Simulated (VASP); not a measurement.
**NaInTe: single point with PBE**

NaInTe:

```
CELL_PARAMETERS angstrom
4.77174 0.00000 0.00000
0.00000 4.77174 0.00000
0.00000 0.00000 5.82853
ATOMIC_POSITIONS crystal
Na 0.00000 0.00000 0.00000
In 0.50000 0.50000 0.50000
Te 0.00000 0.00000 0.50000
```

The cell was generated, and may not be a known phase.

| Property | Result |
| --- | --- |
| Program | VASP 6.6.1 |
| Task | single point |
| Functional | PBE |
| Potentials or basis | VASP PAW PBE potentials, release 64 (Na_pv, In_d, Te) |
| Cutoff | 520 eV |
| k mesh | 10 × 10 × 8 |
| Occupations | gaussian, width 0.1 eV |
| Spin | no spin polarisation |
| Dipole correction | no |
| Further INCAR settings | ALGO = Fast; EDIFF = 1e-06; NBANDS = 20 |

The pressure is 0.0 GPa. The band gap on the k mesh is zero (bands 13 and 14 overlap by 0.51 eV).

Levels at points of the mesh, in eV from the Fermi level:
```
           k point  band 10  band 11  band 12  band 13  band 14  band 15  band 16  band 17
(0.00, 0.00, 0.00)    -3.86    -2.50    -1.81    -1.81     0.67     2.31     3.66     4.72
(0.50, 0.00, 0.00)    -5.41    -2.04    -1.07     0.40     0.87     1.10     2.12     2.56
(0.50, 0.50, 0.00)    -4.21    -3.18    -3.18    -1.84     1.91     3.24     3.70     3.70
(0.00, 0.00, 0.50)    -3.71    -3.33    -1.77    -1.77     1.03     4.15     4.44     4.72
(0.50, 0.00, 0.50)    -5.31    -2.67    -1.04    -0.32     0.46     1.54     2.25     3.46
(0.50, 0.50, 0.50)    -4.10    -3.09    -3.09    -2.36     0.75     2.08     2.08     5.71
```

Wall time 2.8 min on 1 thread of Intel(R) Xeon(R) 6975P-C (Granite Rapids) (shared host), peak memory 0.46 GiB.

Caveat: spin-orbit coupling is left out, which moves the levels of the heavy elements.
